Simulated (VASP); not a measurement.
# HfN (I-4m2) in VASP: single point with r2SCAN

Aim: the single point of HfN with r2SCAN.

Program: VASP 6.6.1. These are calculated values, not measurements. Logs are shortened: lines on timing, memory, paths and dates and some standing lists are left out, and cuts for length are marked.

## 1. The cell of the first run

Symmetry: I-4m2, No. 119, tetragonal system. The conventional cell has a = 3.472 Å, b = 3.472 Å, c = 5.094 Å, α = 90.00°, β = 90.00°, γ = 90.00°. Hf (site symmetry -4m2) has 4 N at 2.15 Å within 2.8 Å. N (site symmetry -4m2) has 4 Hf at 2.15 Å within 2.8 Å.

## 2. Single point, r2SCAN (strain +0.0375 x Voigt [0, 0, 1, 0, 0, 0])

File POSCAR:

```
HfN
1.0
    0.0000000000      2.4548220000      2.5468778250
    2.4548220000      0.0000000000      2.5468778250
    2.4548220000      2.4548220000      0.0000000000
Hf N
1 1
Direct
    0.0000000000      0.0000000000      0.0000000000
    0.7500000000      0.7500000000      0.7500000000
```

File INCAR.step1:

```
SYSTEM = HfN
PREC = Accurate
ENCUT = 520
ISMEAR = 0
SIGMA = 0.15
LREAL = .False.
LASPH = .True.
NELM = 80
NBANDS = 14
GGA = PE
ALGO = Normal
EDIFF = 1E-4
LWAVE = .True.
LCHARG = .False.
```

File INCAR.step2:

```
SYSTEM = HfN
PREC = Accurate
ENCUT = 520
EDIFF = 1E-6
ISMEAR = 0
SIGMA = 0.15
LREAL = .False.
LASPH = .True.
NELM = 80
ALGO = Normal
ISIF = 2
LWAVE = .False.
LCHARG = .False.
METAGGA = R2SCAN
LMIXTAU = .True.
NBANDS = 14
ISTART = 1
```

File KPOINTS:

```
Automatic mesh
0
Gamma
  16 16 16
  0 0 0
```

Potentials or basis: VASP PAW PBE potentials, release 64 (Hf_pv, N).

Command:

```
$ cat potpaw_PBE.64/Hf_pv/POTCAR potpaw_PBE.64/N/POTCAR > POTCAR
$ cp INCAR.step1 INCAR
$ mpirun -np 1 vasp_std > vasp.out
$ cp INCAR.step2 INCAR
$ mpirun -np 1 vasp_std > vasp.out
```

OUTCAR:

```text
SYSTEM = HfN
   PREC = Accurate
   ENCUT = 520
   EDIFF = 1E-6
   ISMEAR = 0
   LREAL = .False.
   LASPH = .True.
   NELM = 80
   ISIF = 2
   METAGGA = R2SCAN
   ISTART = 1

 ion  position               nearest neighbor table
   1  0.000  0.000  0.000-   2 2.15   2 2.15   2 2.15   2 2.15
   2  0.750  0.750  0.750-   1 2.15   1 2.15   1 2.15   1 2.15

  LATTYP: Found a body centered tetragonal cell.
 ALAT       =     3.4716425656
 C/A-ratio  =     1.4672465710

  Lattice vectors:

 A1 = (  -2.4548220000,   0.0000000000,   2.5468778250)
 A2 = (   2.4548220000,   0.0000000000,   2.5468778250)
 A3 = (   0.0000000000,   2.4548220000,  -2.5468778250)

Analysis of symmetry for initial positions (statically):
=====================================================================
 Subroutine PRICEL returns:
 Original cell was already a primitive cell.

 Routine SETGRP: Setting up the symmetry group for a
 body centered tetragonal supercell.

 Subroutine GETGRP returns: Found  8 space group operations
 (whereof  8 operations were pure point group operations)
 out of a pool of 16 trial point group operations.

The static configuration has the point symmetry D_2d.

Analysis of symmetry for dynamics (positions and initial velocities):
=====================================================================
 Subroutine PRICEL returns:
 Original cell was already a primitive cell.

 Routine SETGRP: Setting up the symmetry group for a
 body centered tetragonal supercell.

 Subroutine GETGRP returns: Found  8 space group operations
 (whereof  8 operations were pure point group operations)
 out of a pool of 16 trial point group operations.

The dynamic configuration has the point symmetry D_2d.

 Subroutine INISYM returns: Found  8 space group operations
 (whereof  8 operations are pure point group operations),
 and found     1 'primitive' translations

----------------------------------------------------------------------------------------

                                     Primitive cell

  volume of cell :      30.6957

  direct lattice vectors                    reciprocal lattice vectors
     0.000000000  2.454822000  2.546877825    -0.203680756  0.203680756  0.196318801
     2.454822000  0.000000000  2.546877825     0.203680756 -0.203680756  0.196318801
     2.454822000  2.454822000  0.000000000     0.203680756  0.203680756 -0.196318801

  length of vectors
     3.537334831  3.537334831  3.471642566     0.348586821  0.348586821  0.348586821

  position of ions in fractional coordinates (direct lattice)
     0.000000000  0.000000000  0.000000000
     0.750000000  0.750000000  0.750000000

  ion indices of the primitive-cell ions
   primitive index   ion index
                 1           1
                 2           2

----------------------------------------------------------------------------------------

 KPOINTS: Automatic mesh

Automatic generation of k-mesh.
 Grid dimensions read from file:
 generate k-points for:   16   16   16

 Generating k-lattice:

  Cartesian coordinates                     Fractional coordinates (reciprocal lattice)
    -0.012730047  0.012730047  0.012269925     0.062500000  0.000000000  0.000000000
     0.012730047 -0.012730047  0.012269925     0.000000000  0.062500000  0.000000000
     0.012730047  0.012730047 -0.012269925     0.000000000  0.000000000  0.062500000

  Length of vectors
     0.021786676  0.021786676  0.021786676

  Shift w.r.t. Gamma in fractional coordinates (k-lattice)
     0.000000000  0.000000000  0.000000000

 Subroutine IBZKPT returns following result:
 ===========================================

 Found    349 irreducible k-points:

 Following reciprocal coordinates:
            Coordinates               Weight
  0.000000  0.000000  0.000000      1.000000
  0.062500 -0.000000  0.000000      8.000000
  0.125000 -0.000000  0.000000      8.000000
  0.187500 -0.000000  0.000000      8.000000
  0.250000 -0.000000  0.000000      8.000000
  0.312500 -0.000000  0.000000      8.000000
[... 16 lines left out ...]
 -0.125000  0.062500  0.000000      8.000000
 -0.062500  0.062500  0.000000      4.000000
 [... further k-points ...]
   k-points           NKPTS =    349   k-points in BZ     NKDIM =    349   number of bands    NBANDS=     14
   number of dos      NEDOS =    301   number of ions     NIONS =      2
   total plane-waves  NPLWV =  21952
   dimension x,y,z NGX =    28 NGY =   28 NGZ =   28
   dimension x,y,z NGXF=    56 NGYF=   56 NGZF=   56
   ions per type =               1   1
   NGX,Y,Z   is equivalent  to a cutoff of  13.16, 13.16, 13.41 a.u.
   NGXF,Y,Z  is equivalent  to a cutoff of  26.32, 26.32, 26.82 a.u.
 SYSTEM =  HfN
   PREC   = accura    normal or accurate (medium, high low for compatibility)
   ISTART =      1    job   : 0-new  1-cont  2-samecut
   ICHARG =      0    charge: 1-file 2-atom 10-const
   ISPIN  =      1    spin polarized calculation?
   LNONCOLLINEAR =      F non collinear calculations
   LSORBIT =      F    spin-orbit coupling
   LASPH  =      T    aspherical Exc in radial PAW
   ENCUT  =  520.0 eV  38.22 Ry    6.18 a.u.   6.58  6.58  6.45*2*pi/ulx,y,z
   NELM   =     80;   NELMIN=  2; NELMDL=  0     # of ELM steps
   EDIFF  = 0.1E-05   stopping-criterion for ELM
   LREAL  =      F    real-space projection
   EDIFFG = 0.1E-04   stopping-criterion for IOM
   NSW    =      0    number of steps for IOM
   IBRION =     -1    ionic relax: 0-MD 1-quasi-New 2-CG
   NFREE  =      0    steps in history (QN), initial steepest desc. (CG)
   ISIF   =      2    stress and relaxation
   ISYM   =      2    0-nonsym 1-usesym 2-fastsym
   POTIM  = 0.5000    time-step for ionic-motion
   TEBEG  =    0.0;   TEEND  =   0.0 temperature during run
   PSTRESS=    0.0 pullay stress
   NELECT =      15.0000    total number of electrons
   NUPDOWN=      -1.0000    fix difference up-down
   EMIN   =  10.00;   EMAX   =-10.00  energy-range for DOS
   EFERMI =   0.00;   METHOD = LEGACY
   ISMEAR =     0;   SIGMA  =   0.15  broadening in eV -4-tet -1-fermi 0-gaus
   EFERMI_NEDOS =   21; number of points for ismear=-14 and -15
   IALGO  =     38    algorithm
   IMIX   =      4    mixing-type and parameters
     AMIX     =   0.40;   BMIX     =  1.00
     AMIX_MAG =   1.60;   BMIX_MAG =  1.00
  volume/ion in A,a.u.               =      15.35       103.57
  Fermi-wavevector in a.u.,A,eV,Ry     =   1.289474  2.436752 22.622990  1.662743
  Thomas-Fermi vector in A             =   2.421364
   LORBIT       =      0    0 simple, 1 ext, 2 COOP (PROOUT), +10 PAW based schemes
   METAGGA = R2SCAN    functional components
   LHFCALC =     F    Hartree Fock is set to
   AEXX    =    0.0000 exact exchange contribution
   IVDW    =     0    specifies the selected vdW correction
   LEPSILON=     F    determine dielectric tensor
   LRPA    =     F    only Hartree local field effects (RPA)
 non-spin polarized calculation
 Gauss-broadening in eV      SIGMA  =   0.15
  energy-cutoff  :      520.00
  volume of cell :       30.70
 maximum number of plane-waves:       861
   NGX = 13   NGY = 13   NGZ = 13

 number of electron      14.9999998 magnetization

 Free energy of the ion-electron system (eV)
  ---------------------------------------------------
  ext. energy  EPLUGINS =         0.00000000
  ---------------------------------------------------
  free energy    TOTEN  =       -57.65180822 eV

  energy without entropy =      -57.64453164  energy(sigma->0) =      -57.64816993

 E-fermi :   5.5207     XC(G=0): -11.7574

 val. band max:        5.5197318741   @ k =   0.3750   0.0625   0.2500
 cond. band min:       5.5221359247   @ k =   0.1250  -0.0000   0.0000
 fundamental gap:      0.0024040506
 Fermi energy:         5.5206896088

 k-point     1 :       0.0000    0.0000    0.0000
  band No.  band energies     occupation
      1     -26.9975      2.00000
      2     -26.9975      2.00000
      3     -26.9866      2.00000
      4     -11.5464      2.00000
      5      -0.2010      2.00000
      6      -0.0874      2.00000
      7      -0.0874      2.00000
      8       4.7229      2.00000
      9       7.6489      0.00000
     10       8.0917      0.00000
     11      11.7519      0.00000
     12      12.3410      0.00000
     13      12.3410      0.00000
     14      16.5055      0.00000

 k-point     2 :       0.0625   -0.0000    0.0000
  band No.  band energies     occupation
      1     -27.0122      2.00000
      2     -26.9993      2.00000
      3     -26.9910      2.00000
      4     -11.5041      2.00000
      5      -0.2441      2.00000
      6      -0.1124      2.00000
      7      -0.0579      2.00000
      8       4.9450      2.00000
      9       7.5917      0.00000
     10       8.0161      0.00000
     11      11.7733      0.00000
     12      12.3012      0.00000
     13      12.4218      0.00000
     14      16.5054      0.00000

 k-point     3 :       0.1250   -0.0000    0.0000
  band No.  band energies     occupation
      1     -27.0587      2.00000
      2     -27.0045      2.00000
      3     -26.9989      2.00000
      4     -11.3852      2.00000
      5      -0.4412      2.00000
      6      -0.0573      2.00000
      7       0.0248      2.00000
      8       5.5221      0.98912
      9       7.4682      0.00000
     10       7.8416      0.00000
     11      11.6529      0.00000
     12      12.3414      0.00000
     13      12.5823      0.00000
     14      16.5050      0.00000
[... 324 lines left out ...]
 k-point    23 :      -0.1250    0.0625    0.0000
  band No.  band energies     occupation
      1     -27.0940      2.00000
      2     -27.0092      2.00000
      3     -27.0043      2.00000
      4     -11.2982      2.00000
      5      -0.5766      2.00000
      6       0.0095      2.00000
      7       0.0672      2.00000
      8       5.9146      0.00020
      9       7.5142      0.00000
     10       7.6855      0.00000
     11      11.6681      0.00000
     12      12.0934      0.00000
     13      12.7994      0.00000
     14      16.4820      0.00000

 k-point    24 :      -0.0625    0.0625    0.0000
  band No.  band energies     occupation
      1     -27.0408      2.00000
      2     -27.0000      2.00000
      3     -26.9968      2.00000
      4     -11.4356      2.00000
      5      -0.3516      2.00000
      6      -0.0963      2.00000
      7      -0.0213      2.00000
      8       5.2919      1.96902
      9       7.6761      0.00000
     10       7.7755      0.00000
     11      11.8129      0.00000
     12      12.1234      0.00000
     13      12.6166      0.00000
     14      16.5053      0.00000

 [... further k-points ...]

------------------------ aborting loop because EDIFF is reached ----------------------------------------

  FORCE on cell =-STRESS in cart. coord.  units (eV):
  Direction    XX          YY          ZZ          XY          YZ          ZX
  --------------------------------------------------------------------------------------
  -------------------------------------------------------------------------------------
  Total       -1.5501037     -1.5501037     -2.7833377      0.0000000      0.0000000      0.0000000
  in kB      -80.9083258    -80.9083258   -145.2775004      0.0000000      0.0000000      0.0000000
  external PRESSURE =    -102.3647173 kB  Pullay stress =       0.0000000 kB

 VOLUME and BASIS-vectors are now :
 -----------------------------------------------------------------------------
  energy-cutoff  :      520.00
  volume of cell :       30.70
      direct lattice vectors                 reciprocal lattice vectors
     0.000000000  2.454822000  2.546877825    -0.203680756  0.203680756  0.196318801
     2.454822000  0.000000000  2.546877825     0.203680756 -0.203680756  0.196318801
     2.454822000  2.454822000  0.000000000     0.203680756  0.203680756 -0.196318801

 POSITION                                       TOTAL-FORCE (eV/Angst)
 -----------------------------------------------------------------------------------
      0.00000      0.00000      0.00000        -0.000000     -0.000000     -0.000000
      3.68223      3.68223      3.82032         0.000000      0.000000      0.000000
 -----------------------------------------------------------------------------------
    total drift:                               -0.000001     -0.000001     -0.000001

  FREE ENERGIE OF THE ION-ELECTRON SYSTEM (eV)
  ---------------------------------------------------
  free  energy   TOTEN  =       -57.6518082197 eV

  energy  without entropy=      -57.6445316369  energy(sigma->0) =      -57.64816993
```

Run time: 4.7 min. Hardware: 1 thread of AMD EPYC 9R45 (Zen 5), shared host; peak memory 0.26 GiB.

Results:

```yaml
Free_energy: -57.6518 eV
Pressure: -10.2 GPa
Band_gap_on_the_k_mesh: zero (an odd number of electrons rules out a gap without spin polarisation)
```

Caveat: the cell differs from its parent crystal (strain +0.0375 x Voigt [0, 0, 1, 0, 0, 0]); the cell stands under tension; the PAW data sets were made with another functional, which shifts forces and pressure a little; spin-orbit coupling is left out, which moves the levels of the heavy elements.
